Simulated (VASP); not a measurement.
# SiC (Cm) in VASP: single point with LDA

Aim: the single point of SiC with LDA.

All numbers are computed with VASP 6.6.1; they aren't measurements. Logs are shortened: lines on timing, memory, paths and dates and some standing lists are left out, and cuts for length are marked.

### 1 The cell of the first run

The structure is monoclinic, space group Cm (No. 8). The conventional cell has a = 5.328 Å, b = 3.076 Å, c = 10.442 Å, α = 90.00°, β = 104.78°, γ = 90.00°. Si (site symmetry m) has 4 C at 1.87 to 1.94 Å within 2.5 Å. Si (site symmetry m) has 4 C at 1.87 to 1.94 Å within 2.5 Å. Si (site symmetry m) has 5 C at 1.87 to 2.48 Å within 2.5 Å. Si (site symmetry m) has 4 C at 1.87 to 1.94 Å within 2.5 Å. Within 2.5 Å of C (site symmetry m) lie 4 Si at 1.87 to 1.94 Å. C (site symmetry m) has 4 Si at 1.87 to 1.94 Å within 2.5 Å. C (site symmetry m) has 5 Si at 1.87 to 2.48 Å within 2.5 Å. Within 2.5 Å of C (site symmetry m) lie 4 Si at 1.87 to 1.94 Å.

### 2 Single point, LDA

INCAR

```
PREC     = Accurate       # precision mode
ENCUT    = 520            # plane-wave cutoff, eV
EDIFF    = 1E-7           # SCF threshold, eV
ISMEAR   = 0              # smearing method
SIGMA    = 0.05           # smearing width, eV
LREAL    = F              # projectors in reciprocal space
LASPH    = T              # aspherical terms in the spheres
NELM     = 100            # most SCF steps
ALGO     = Normal         # electronic algorithm
ISIF     = 2              # what is computed and relaxed
LWAVE    = F              # write WAVECAR
LCHARG   = F              # write CHGCAR
GGA      = CA             # functional
NBANDS   = 26             # bands
ISYM     = 0
```

KPOINTS

```
Automatic mesh
0
Gamma
  10 10 3
```

POSCAR

```
SiC
1.0
   -3.0759982064      0.0000000000      0.0000000000
   -1.5379991032     -2.6638925888      0.0000000000
   -1.5379991032      0.0000000000     10.0960000000
Si C
4 4
Direct
    0.0064583333      0.3333333333      0.6537500000
    0.2564583333      0.3333333333      0.1537500000
    0.2147916667      0.6666666667      0.9037500000
    0.4647916667      0.6666666667      0.4037500000
   -0.0897916667      0.3333333333      0.8462500000
    0.1602083333      0.3333333333      0.3462500000
    0.6185416667      0.6666666667      0.0962500000
    0.3685416667      0.6666666667      0.5962500000
```

Potentials or basis: VASP PAW LDA potentials, release 64 (Si, C).

Launch:

```
cat potpaw_LDA.64/Si/POTCAR potpaw_LDA.64/C/POTCAR > POTCAR
mpirun -np 1 vasp_std > vasp.out
```

OUTCAR:

```text
PREC = Accurate
   ENCUT = 520
   EDIFF = 1E-7
   ISMEAR = 0
   LREAL = F
   LASPH = T
   NELM = 100
   ISIF = 2
   GGA = CA
   ISYM = 0

 ion  position               nearest neighbor table
   1  0.006  0.333  0.654-   8 1.87   8 1.87   8 1.87   5 1.94   4 3.09   3 3.09   3 3.09   4 3.09
                             3 3.09   4 3.09
   2  0.256  0.333  0.154-   7 1.87   7 1.87   7 1.87   6 1.94   3 2.68   4 3.09   4 3.09   4 3.09

   3  0.215  0.667  0.904-   5 1.87   5 1.87   5 1.87   7 2.48   7 2.48   2 2.68   1 3.09   1 3.09
                             1 3.09
   4  0.465  0.667  0.404-   6 1.87   6 1.87   6 1.87   8 1.94   1 3.09   2 3.09   2 3.09   1 3.09
                             2 3.09   1 3.09
   5  0.910  0.333  0.846-   3 1.87   3 1.87   3 1.87   1 1.94
   6  0.160  0.333  0.346-   4 1.87   4 1.87   4 1.87   2 1.94
   7  0.619  0.667  0.096-   2 1.87   2 1.87   2 1.87   3 2.48   3 2.48
   8  0.369  0.667  0.596-   1 1.87   1 1.87   1 1.87   4 1.94

IMPORTANT INFORMATION: All symmetrisations will be switched off!
NOSYMM: (Re-)initialisation of all symmetry stuff for point group C_1.

----------------------------------------------------------------------------------------

                                     Primitive cell

  volume of cell :      82.7279

  direct lattice vectors                    reciprocal lattice vectors
    -3.075998206  0.000000000  0.000000000    -0.325097719  0.187695255 -0.049524564
    -1.537999103 -2.663892589  0.000000000     0.000000000 -0.375390511  0.000000000
    -1.537999103  0.000000000 10.096000000     0.000000000  0.000000000  0.099049128

  length of vectors
     3.075998206  3.075998206 10.212475569     0.378643260  0.375390511  0.099049128

  position of ions in fractional coordinates (direct lattice)
     0.006458333  0.333333333  0.653750000
     0.256458333  0.333333333  0.153750000
     0.214791667  0.666666667  0.903750000
     0.464791667  0.666666667  0.403750000
     0.910208333  0.333333333  0.846250000
     0.160208333  0.333333333  0.346250000
     0.618541667  0.666666667  0.096250000
     0.368541667  0.666666667  0.596250000

  ion indices of the primitive-cell ions
   primitive index   ion index
                 1           1
                 2           2
                 3           3
                 4           4
                 5           5
                 6           6
                 7           7
                 8           8

----------------------------------------------------------------------------------------
[... 98 lines left out ...]
   ISIF   =      2    stress and relaxation
   ISYM   =      0    0-nonsym 1-usesym 2-fastsym
   POTIM  = 0.5000    time-step for ionic-motion
   TEBEG  =    0.0;   TEEND  =   0.0 temperature during run
   PSTRESS=    0.0 pullay stress
   NELECT =      32.0000    total number of electrons
   NUPDOWN=      -1.0000    fix difference up-down
   EMIN   =  10.00;   EMAX   =-10.00  energy-range for DOS
   EFERMI =   0.00;   METHOD = LEGACY
   ISMEAR =     0;   SIGMA  =   0.05  broadening in eV -4-tet -1-fermi 0-gaus
   EFERMI_NEDOS =   21; number of points for ismear=-14 and -15
   IALGO  =     38    algorithm
   IMIX   =      4    mixing-type and parameters
     AMIX     =   0.40;   BMIX     =  1.00
     AMIX_MAG =   1.60;   BMIX_MAG =  1.00
  volume/ion in A,a.u.               =      10.34        69.78
  Fermi-wavevector in a.u.,A,eV,Ry     =   1.192818  2.254099 19.358564  1.422814
  Thomas-Fermi vector in A             =   2.328847
   LORBIT       =      0    0 simple, 1 ext, 2 COOP (PROOUT), +10 PAW based schemes
   GGA     = CA    functional components
   LHFCALC =     F    Hartree Fock is set to
   AEXX    =    0.0000 exact exchange contribution
   IVDW    =     0    specifies the selected vdW correction
   LEPSILON=     F    determine dielectric tensor
   LRPA    =     F    only Hartree local field effects (RPA)
 non-spin polarized calculation
 Gauss-broadening in eV      SIGMA  =   0.05
  energy-cutoff  :      520.00
  volume of cell :       82.73
 maximum number of plane-waves:      2246
   NGX = 11   NGY = 11   NGZ = 37

 number of electron      31.9999999 magnetization

 Free energy of the ion-electron system (eV)
  ---------------------------------------------------
  ext. energy  EPLUGINS =         0.00000000
  ---------------------------------------------------
  free energy    TOTEN  =       -64.42795446 eV

  energy without entropy =      -64.42795398  energy(sigma->0) =      -64.42795422

 E-fermi :   8.9444     XC(G=0): -11.5835

 val. band max:        8.8139032826   @ k =   0.1000   0.1000  -0.0000
 cond. band min:       9.0669347802   @ k =   0.5000   0.0000  -0.0000
 fundamental gap:      0.2530314976
 Fermi energy:         8.9444057360

 k-point     1 :       0.0000    0.0000    0.0000
  band No.  band energies     occupation
      1      -7.2490      2.00000
      2      -6.0888      2.00000
      3      -5.9973      2.00000
      4      -3.6970      2.00000
      5      -0.2254      2.00000
      6       3.8900      2.00000
[... 685 lines left out ...]
     25      16.8010      0.00000
     26      17.3939      0.00000

 [... further k-points ...]

------------------------ aborting loop because EDIFF is reached ----------------------------------------

  FORCE on cell =-STRESS in cart. coord.  units (eV):
  Direction    XX          YY          ZZ          XY          YZ          ZX
  --------------------------------------------------------------------------------------
  -------------------------------------------------------------------------------------
  Total       -6.0070546     -0.7151253     -0.3667802     -0.0015841     -2.9440568     -0.0001716
  in kB     -116.3375825    -13.8497066     -7.1033689     -0.0306782    -57.0170353     -0.0033242
  external PRESSURE =     -45.7635527 kB  Pullay stress =       0.0000000 kB

 VOLUME and BASIS-vectors are now :
 -----------------------------------------------------------------------------
  energy-cutoff  :      520.00
  volume of cell :       82.73
      direct lattice vectors                 reciprocal lattice vectors
    -3.075998206  0.000000000  0.000000000    -0.325097719  0.187695255 -0.049524564
    -1.537999103 -2.663892589  0.000000000     0.000000000 -0.375390511  0.000000000
    -1.537999103  0.000000000 10.096000000     0.000000000  0.000000000  0.099049128

 POSITION                                       TOTAL-FORCE (eV/Angst)
 -----------------------------------------------------------------------------------
     -1.53800     -0.88796      6.60026        -0.000241      0.267316      0.454651
     -1.53800     -0.88796      1.55226        -0.000299      0.425754      0.786120
     -3.07600     -1.77593      9.12426        -0.000232     -0.327269      0.565940
     -3.07600     -1.77593      4.07626         0.000229      0.034658      0.501902
     -4.61400     -0.88796      8.54374        -0.000578      0.685658     -1.268208
     -1.53800     -0.88796      3.49574        -0.000403     -0.108111     -0.424822
     -3.07600     -1.77593      0.97174         0.001039     -1.020846     -0.012846
     -3.07600     -1.77593      6.01974         0.000484      0.042839     -0.602737
 -----------------------------------------------------------------------------------
    total drift:                                0.000174      0.000035      0.000149

  FREE ENERGIE OF THE ION-ELECTRON SYSTEM (eV)
  ---------------------------------------------------
  free  energy   TOTEN  =       -64.4279544585 eV

  energy  without entropy=      -64.4279539772  energy(sigma->0) =      -64.42795422
```

OSZICAR:

```text
N       E                     dE             d eps       ncg     rms          rms(c)
DAV:   1     0.671677592527E+02    0.67168E+02   -0.14403E+04  7904   0.111E+03
DAV:   2    -0.653763391495E+02   -0.13254E+03   -0.12345E+03 10218   0.195E+02
DAV:   3    -0.724685626921E+02   -0.70922E+01   -0.70321E+01 10756   0.421E+01
DAV:   4    -0.725635185981E+02   -0.94956E-01   -0.94815E-01 10184   0.575E+00
DAV:   5    -0.725652808740E+02   -0.17623E-02   -0.17612E-02 10626   0.731E-01    0.180E+01
DAV:   6    -0.647017109402E+02    0.78636E+01   -0.21062E+01  9962   0.202E+01    0.819E+00
DAV:   7    -0.645097533698E+02    0.19196E+00   -0.21298E+00 10688   0.679E+00    0.332E+00
DAV:   8    -0.644404849846E+02    0.69268E-01   -0.12514E-01  9658   0.171E+00    0.124E+00
DAV:   9    -0.644278893537E+02    0.12596E-01   -0.17734E-02 10030   0.746E-01    0.185E-01
DAV:  10    -0.644279447717E+02   -0.55418E-04   -0.12526E-03 10084   0.201E-01    0.107E-01
DAV:  11    -0.644279580705E+02   -0.13299E-04   -0.10371E-04 10318   0.549E-02    0.308E-02
DAV:  12    -0.644279547569E+02    0.33136E-05   -0.12156E-05 10876   0.246E-02    0.136E-02
DAV:  13    -0.644279545967E+02    0.16015E-06   -0.47187E-06 10184   0.114E-02    0.508E-03
DAV:  14    -0.644279544568E+02    0.13992E-06   -0.43642E-07  9808   0.386E-03    0.142E-03
DAV:  15    -0.644279544585E+02   -0.16862E-08   -0.66844E-08  5072   0.159E-03
   1 F= -.64427954E+02 E0= -.64427954E+02  d E =-.481264E-06
```

stdout:

```text
POSCAR found type information on POSCAR SiC
 POSCAR found :  2 types and       8 ions
 scaLAPACK will be used
 LDA part: xc-table for (Slater(with rela. corr.)+CA(PZ))
 , standard interpolation
 -----------------------------------------------------------------------------
|                                                                             |
|           W    W    AA    RRRRR   N    N  II  N    N   GGGG   !!!           |
|           W    W   A  A   R    R  NN   N  II  NN   N  G    G  !!!           |
|           W    W  A    A  R    R  N N  N  II  N N  N  G       !!!           |
|           W WW W  AAAAAA  RRRRR   N  N N  II  N  N N  G  GGG   !            |
|           WW  WW  A    A  R   R   N   NN  II  N   NN  G    G                |
|           W    W  A    A  R    R  N    N  II  N    N   GGGG   !!!           |
|                                                                             |
|     Your reciprocal lattice and k-lattice belong to different lattice       |
|     classes:                                                                |
|                                                                             |
|        The reciprocal lattice is body-centered orthorhombic,                |
|        whereas your k-lattice is base-centered monoclinic.                  |
|                                                                             |
|     Results are often still useful ...                                      |
|                                                                             |
 -----------------------------------------------------------------------------

 POSCAR, INCAR and KPOINTS ok, starting setup
 FFT: planning ... GRIDC
 FFT: planning ... GRID_SOFT
 FFT: planning ... GRID
 WAVECAR not read
 entering main loop
```

Run time: 4.8 min. Hardware: 1 thread of Oxide Virtual Turin-like, shared host; peak memory 0.3 GiB.

What came out:

| Item | Value |
| --- | --- |
| Free energy | -64.4280 eV |
| Pressure | -4.6 GPa |
| Largest force | 1.442 eV/Å |
| Band gap on the k mesh | 0.25 eV, indirect (least direct gap 0.81 eV) |

Forces in eV/Å, atoms in the order of the input:
```
Si   0.000  0.267  0.455
Si   0.000  0.426  0.786
Si   0.000 -0.327  0.566
Si   0.000  0.035  0.502
C   -0.001  0.686 -1.268
C    0.000 -0.108 -0.425
C    0.001 -1.021 -0.013
C    0.000  0.043 -0.603
```

Levels at points of the mesh, in eV from the valence-band top:
```tsv
k point	band 13	band 14	band 15	band 16	band 17	band 18	band 19	band 20
(0.00, 0.00, 0.00)	-1.03	-0.87	-0.70	-0.04	3.95	4.41	5.18	5.54
(0.50, 0.00, 0.00)	-3.01	-2.81	-2.17	-0.56	0.25	2.24	2.75	3.12
(0.00, 0.50, 0.00)	-2.78	-2.43	-2.28	-2.10	1.07	2.38	2.77	3.72
(0.50, 0.50, 0.00)	-3.23	-2.82	-2.19	-1.17	0.92	2.33	2.64	3.57
```

Caveat: forces of over 1 eV/Å act on the atoms, so gaps and moduli don't describe the material at rest.
